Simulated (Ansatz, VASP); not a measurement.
## W in VASP and in Ansatz

```
W
1.0
    -1.59730    1.59730    1.67717
     1.59730   -1.59730    1.67717
     1.59730    1.59730   -1.67717
W
1
Direct
  0.00000 0.00000 0.00000
```

Change from the starting cell: strain +0.000 along x and y, +0.050 along z, atoms carried along.

Alike in both runs: task single point; functional PBEsol; k mesh 20 × 20 × 20; occupations gaussian, width 0.15 eV; no spin polarisation.

```csv
,VASP,Ansatz
version,VASP 6.6.1,Ansatz 0.2.0
potentials or method,"VASP PAW PBE potentials, release 64 (W_sv), cutoff 520 eV","scalar-relativistic, plane waves, PAW"
valence electrons in the cell,14,14
```

VASP gave:

| Property | Result |
| --- | --- |
| gap on the k mesh at the Fermi level (eV) | none |
| pressure (GPa) | -22.8 |
| traceless stress, the component that is largest in VASP (GPa) | -8.66 |

**Question.** Which values does Ansatz return?

**Answer.** gap on the k mesh at the Fermi level (eV): none; pressure (GPa): -23.1; traceless stress, the component that is largest in VASP (GPa): -8.67.

VASP's potentials were made for PBE, not for PBEsol. A gap of «none» marks a metal or a gap that the smearing closes. With one functional, cell and mesh, what is left measures potentials, basis and numerics.

Neither program's run includes spin-orbit coupling.
